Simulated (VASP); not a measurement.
# Rb2NbTlF6 (Fm-3m) in VASP: a series of runs, part 2 of 2

VASP 6.6.1. The steps go on from the part before.

### 3 Relaxation of cell and atoms, PBE

This run uses another cell than the first one, of 21.63 Å³/atom.

Contents of INCAR:

```
PREC     = Accurate       # precision mode
ENCUT    = 600            # plane-wave cutoff, eV
EDIFF    = 1E-7           # SCF threshold, eV
ISMEAR   = 1              # smearing method
SIGMA    = 0.1            # smearing width, eV
LREAL    = False          # projectors in reciprocal space
LASPH    = True           # aspherical terms in the spheres
NELM     = 100            # most SCF steps
ALGO     = Normal         # electronic algorithm
ISIF     = 3              # what is computed and relaxed
LWAVE    = False          # write WAVECAR
LCHARG   = False          # write CHGCAR
GGA      = PE             # functional
IBRION   = 2              # ionic algorithm
NSW      = 80             # ionic steps
EDIFFG   = -0.005         # ionic threshold
```

Contents of KPOINTS:

```
regular mesh
0
Gamma
  4 4 4
```

Contents of POSCAR:

```
Rb2NbTlF6
1.0
    0.0000000000      4.7645920000      4.7645920000
    4.7645920000      0.0000000000      4.7645920000
    4.7645920000      4.7645920000      0.0000000000
Rb Nb Tl F
2 1 1 6
Direct
    0.7500000000      0.7500000000      0.7500000000
    0.2500000000      0.2500000000      0.2500000000
    0.0000000000      0.0000000000      0.0000000000
    0.5000000000      0.5000000000      0.5000000000
    0.7789580000      0.2210420000      0.2210420000
    0.2210420000      0.2210420000      0.7789580000
    0.2210420000      0.7789580000      0.7789580000
    0.2210420000      0.7789580000      0.2210420000
    0.7789580000      0.2210420000      0.7789580000
    0.7789580000      0.7789580000      0.2210420000
```

Potentials or basis: VASP PAW PBE potentials, release 64 (Rb_sv, Nb_sv, Tl_d, F).

The run is started by

```sh
> cat potpaw_PBE.64/Rb_sv/POTCAR potpaw_PBE.64/Nb_sv/POTCAR potpaw_PBE.64/Tl_d/POTCAR potpaw_PBE.64/F/POTCAR > POTCAR
> mpirun -np 1 vasp_std > vasp.out
```

OUTCAR:

```text
PREC = Accurate
   ENCUT = 600
   EDIFF = 1E-7
   ISMEAR = 1
   LREAL = False
   LASPH = True
   NELM = 100
   ISIF = 3
   GGA = PE
   IBRION = 2
   NSW = 80
   EDIFFG = -0.005

 ion  position               nearest neighbor table
   1  0.750  0.750  0.750-   7 3.38   9 3.38  10 3.38   5 3.38   8 3.38  10 3.38   5 3.38   6 3.38
                             9 3.38   6 3.38   7 3.38   8 3.38   3 4.13   4 4.13   4 4.13   3 4.13
   2  0.250  0.250  0.250-   5 3.38   9 3.38  10 3.38   7 3.38   8 3.38  10 3.38   6 3.38   7 3.38
                             9 3.38   5 3.38   6 3.38   8 3.38   3 4.13   4 4.13   3 4.13   3 4.13
   3  0.000  0.000  0.000-   5 2.11   6 2.11   7 2.11   8 2.11   9 2.11  10 2.11   1 4.13   1 4.13
                             1 4.13   2 4.13   1 4.13   2 4.13   2 4.13   2 4.13
   4  0.500  0.500  0.500-   5 2.66   6 2.66   7 2.66   8 2.66   9 2.66  10 2.66   2 4.13   2 4.13
                             1 4.13   2 4.13   2 4.13   1 4.13   1 4.13   1 4.13
   5  0.779  0.221  0.221-   3 2.11   4 2.66   2 3.38   1 3.38   1 3.38   2 3.38
   6  0.221  0.221  0.779-   3 2.11   4 2.66   2 3.38   1 3.38   1 3.38   2 3.38
   7  0.221  0.779  0.779-   3 2.11   4 2.66   1 3.38   1 3.38   2 3.38   2 3.38
   8  0.221  0.779  0.221-   3 2.11   4 2.66   2 3.38   1 3.38   1 3.38   2 3.38
   9  0.779  0.221  0.779-   3 2.11   4 2.66   1 3.38   1 3.38   2 3.38   2 3.38
  10  0.779  0.779  0.221-   3 2.11   4 2.66   1 3.38   1 3.38   2 3.38   2 3.38

  LATTYP: Found a face centered cubic cell.
 ALAT       =     9.5291840000

  Lattice vectors:

 A1 = (   0.0000000000,   4.7645920000,   4.7645920000)
 A2 = (   4.7645920000,   0.0000000000,   4.7645920000)
 A3 = (   4.7645920000,   4.7645920000,   0.0000000000)

Analysis of symmetry for initial positions (statically):
=====================================================================
 Subroutine PRICEL returns:
 Original cell was already a primitive cell.

 Routine SETGRP: Setting up the symmetry group for a
 face centered cubic supercell.

 Subroutine GETGRP returns: Found 48 space group operations
 (whereof 48 operations were pure point group operations)
 out of a pool of 48 trial point group operations.

The static configuration has the point symmetry O_h .

Analysis of symmetry for dynamics (positions and initial velocities):
=====================================================================
 Subroutine PRICEL returns:
 Original cell was already a primitive cell.

 Routine SETGRP: Setting up the symmetry group for a
 face centered cubic supercell.

 Subroutine GETGRP returns: Found 48 space group operations
 (whereof 48 operations were pure point group operations)
 out of a pool of 48 trial point group operations.

The dynamic configuration has the point symmetry O_h .

 Subroutine INISYM returns: Found 48 space group operations
 (whereof 48 operations are pure point group operations),
 and found     1 'primitive' translations

----------------------------------------------------------------------------------------

                                     Primitive cell

  volume of cell :     216.3252

  direct lattice vectors                    reciprocal lattice vectors
     0.000000000  4.764592000  4.764592000    -0.104940780  0.104940780  0.104940780
     4.764592000  0.000000000  4.764592000     0.104940780 -0.104940780  0.104940780
     4.764592000  4.764592000  0.000000000     0.104940780  0.104940780 -0.104940780

  length of vectors
     6.738150626  6.738150626  6.738150626     0.181762762  0.181762762  0.181762762

  position of ions in fractional coordinates (direct lattice)
     0.750000000  0.750000000  0.750000000
[... 42 lines left out ...]
     0.000000000  0.000000000  0.000000000

 Subroutine IBZKPT returns following result:
 ===========================================

 Found      8 irreducible k-points:

 Following reciprocal coordinates:
            Coordinates               Weight
  0.000000  0.000000  0.000000      1.000000
  0.250000  0.000000  0.000000      8.000000
  0.500000  0.000000  0.000000      4.000000
  0.250000  0.250000  0.000000      6.000000
  0.500000  0.250000  0.000000     24.000000
 -0.250000  0.250000  0.000000     12.000000
  0.500000  0.500000  0.000000      3.000000
 -0.250000  0.500000  0.250000      6.000000
   k-points           NKPTS =      8   k-points in BZ     NKDIM =      8   number of bands    NBANDS=     51
   number of dos      NEDOS =    301   number of ions     NIONS =     10
   total plane-waves  NPLWV = 157464
   dimension x,y,z NGX =    54 NGY =   54 NGZ =   54
   dimension x,y,z NGXF=   108 NGYF=  108 NGZF=  108
   ions per type =               2   1   1   6
   NGX,Y,Z   is equivalent  to a cutoff of  13.32, 13.32, 13.32 a.u.
   NGXF,Y,Z  is equivalent  to a cutoff of  26.65, 26.65, 26.65 a.u.
 SYSTEM =  unknown system
   PREC   = accura    normal or accurate (medium, high low for compatibility)
   ISTART =      0    job   : 0-new  1-cont  2-samecut
   ICHARG =      2    charge: 1-file 2-atom 10-const
   ISPIN  =      1    spin polarized calculation?
   LNONCOLLINEAR =      F non collinear calculations
   LSORBIT =      F    spin-orbit coupling
   LASPH  =      T    aspherical Exc in radial PAW
   ENCUT  =  600.0 eV  44.10 Ry    6.64 a.u.  13.46 13.46 13.46*2*pi/ulx,y,z
   NELM   =    100;   NELMIN=  2; NELMDL= -5     # of ELM steps
   EDIFF  = 0.1E-06   stopping-criterion for ELM
   LREAL  =      F    real-space projection
   EDIFFG = -.5E-02   stopping-criterion for IOM
   NSW    =     80    number of steps for IOM
   IBRION =      2    ionic relax: 0-MD 1-quasi-New 2-CG
   NFREE  =      1    steps in history (QN), initial steepest desc. (CG)
   ISIF   =      3    stress and relaxation
   ISYM   =      2    0-nonsym 1-usesym 2-fastsym
   POTIM  = 0.5000    time-step for ionic-motion
   TEBEG  =    0.0;   TEEND  =   0.0 temperature during run
   PSTRESS=    0.0 pullay stress
   NELECT =      86.0000    total number of electrons
   NUPDOWN=      -1.0000    fix difference up-down
   EMIN   =  10.00;   EMAX   =-10.00  energy-range for DOS
   EFERMI =   0.00;   METHOD = LEGACY
   ISMEAR =     1;   SIGMA  =   0.10  broadening in eV -4-tet -1-fermi 0-gaus
   EFERMI_NEDOS =   21; number of points for ismear=-14 and -15
   IALGO  =     38    algorithm
   IMIX   =      4    mixing-type and parameters
     AMIX     =   0.40;   BMIX     =  1.00
     AMIX_MAG =   1.60;   BMIX_MAG =  1.00
  volume/ion in A,a.u.               =      21.63       145.98
  Fermi-wavevector in a.u.,A,eV,Ry     =   1.203756  2.274770 19.715242  1.449029
  Thomas-Fermi vector in A             =   2.339501
   LORBIT       =      0    0 simple, 1 ext, 2 COOP (PROOUT), +10 PAW based schemes
   GGA     = PE    functional components
   LHFCALC =     F    Hartree Fock is set to
   AEXX    =    0.0000 exact exchange contribution
   IVDW    =     0    specifies the selected vdW correction
   LEPSILON=     F    determine dielectric tensor
   LRPA    =     F    only Hartree local field effects (RPA)
 conjugate gradient relaxation of ions
 non-spin polarized calculation
 Methfessel and Paxton  Order N= 1 SIGMA  =   0.10
  energy-cutoff  :      600.00
  volume of cell :      216.33
 maximum number of plane-waves:      7261
 NGX is ok and might be reduce to    54
   NGX = 27   NGY = 27   NGZ = 27

--------------------------------------- Ionic step        1  -------------------------------------------

 number of electron      86.0000024 magnetization

 Free energy of the ion-electron system (eV)
  ---------------------------------------------------
  ext. energy  EPLUGINS =         0.00000000
  ---------------------------------------------------
  free energy    TOTEN  =       -49.72936856 eV

  energy without entropy =      -49.67326916  energy(sigma->0) =      -49.71066876

------------------------ aborting loop because EDIFF is reached ----------------------------------------

  FORCE on cell =-STRESS in cart. coord.  units (eV):
  Direction    XX          YY          ZZ          XY          YZ          ZX
  --------------------------------------------------------------------------------------
  -------------------------------------------------------------------------------------
  Total       -1.5580908     -1.5580908     -1.5580908     -0.0000000     -0.0000000      0.0000000
  in kB      -11.5397447    -11.5397447    -11.5397447     -0.0000000     -0.0000000      0.0000000
  external PRESSURE =     -11.5397447 kB  Pullay stress =       0.0000000 kB
[... 339 lines left out ...]
--------------------------------------- Ionic step        9  -------------------------------------------

 number of electron      86.0000003 magnetization

 Free energy of the ion-electron system (eV)
  ---------------------------------------------------
  ext. energy  EPLUGINS =         0.00000000
  ---------------------------------------------------
  free energy    TOTEN  =       -49.78717034 eV

  energy without entropy =      -49.74646858  energy(sigma->0) =      -49.77360309

 E-fermi :   4.1738     XC(G=0):  -8.2324

 val. band max:        4.1628971610   @ k =   0.5000   0.2500   0.0000
 cond. band min:       4.1815457968   @ k =  -0.2500   0.2500   0.0000
 fundamental gap:      0.0186486358
 Fermi energy:         4.1738174355

 k-point     1 :       0.0000    0.0000    0.0000
  band No.  band energies     occupation
      1     -53.0226      2.00000
      2     -29.3096      2.00000
      3     -29.3096      2.00000
      4     -29.3096      2.00000
      5     -25.3582      2.00000
      6     -25.3467      2.00000
[... 458 lines left out ...]
  FREE ENERGIE OF THE ION-ELECTRON SYSTEM (eV)
  ---------------------------------------------------
  free  energy   TOTEN  =       -49.7871703403 eV

  energy  without entropy=      -49.7464685757  energy(sigma->0) =      -49.77360309

 reached required accuracy - stopping structural energy minimisation
```

Run time: 14 min. Hardware: 1 thread of Intel Xeon Platinum 8488C (Sapphire Rapids), shared host; peak memory 0.5 GiB.

What came out:

```
Free energy                           : -49.7872 eV
Relaxed volume                        : 21.70 Å³/atom
Relaxed cell                          : a = 6.745 Å, b = 6.745 Å, c = 6.745 Å, α = 60.00°, β = 60.00°, γ = 60.00°
Space group after relaxing (to 0.1 Å) : Fm-3m (No. 225)
Energy gained by relaxing             : 5.8 meV/atom
Ionic steps                           : 9
Pressure after relaxing               : 0.0 GPa
Band gap on the k mesh                : zero (bands 43 and 44 overlap by 0.03 eV)
```

The path:
```csv
step,energy change (eV),largest force (eV/Å),pressure (GPa),volume (Å³)
1,0.0000,0.4422,-1.15,216.33
2,-0.0449,0.0787,0.44,211.48
3,-0.0450,0.0907,0.39,211.64
4,-0.0503,0.0685,0.28,212.88
5,-0.0573,0.0220,0.04,216.04
6,-0.0578,0.0106,-0.03,216.98
7,-0.0578,0.0088,-0.04,217.13
8,-0.0578,0.0078,0.04,216.93
9,-0.0578,0.0001,0.00,217.02
```

Final structure:
```
CELL_PARAMETERS angstrom
0.00000 4.76972 4.76972
4.76972 0.00000 4.76972
4.76972 4.76972 0.00000
ATOMIC_POSITIONS crystal
Rb 0.75000 0.75000 0.75000
Rb 0.25000 0.25000 0.25000
Nb 0.00000 0.00000 0.00000
Tl 0.50000 0.50000 0.50000
F 0.78385 0.21615 0.21615
F 0.21615 0.21615 0.78385
F 0.21615 0.78385 0.78385
F 0.21615 0.78385 0.21615
F 0.78385 0.21615 0.78385
F 0.78385 0.78385 0.21615
```

Levels at points of the mesh, in eV from the Fermi level:
| k point | band 38 | band 39 | band 40 | band 41 | band 42 | band 43 | band 44 | band 45 | band 46 | band 47 |
| --- | --- | --- | --- | --- | --- | --- | --- | --- | --- | --- |
| (0.00, 0.00, 0.00) | -6.87 | -6.48 | -6.48 | -6.48 | -5.51 | 0.02 | 0.02 | 0.02 | 0.74 | 1.11 |
| (0.50, 0.00, 0.00) | -6.81 | -6.57 | -6.57 | -6.53 | -4.88 | -0.15 | 0.01 | 0.01 | 0.47 | 0.94 |
| (0.50, 0.50, 0.00) | -6.88 | -6.60 | -6.60 | -6.48 | -5.58 | 0.04 | 0.11 | 0.11 | 0.47 | 1.39 |

Caveat: spin-orbit coupling is left out, which moves the levels of the heavy elements.

The gap in the log of VASP goes by the Fermi energy; the results here count the filled bands.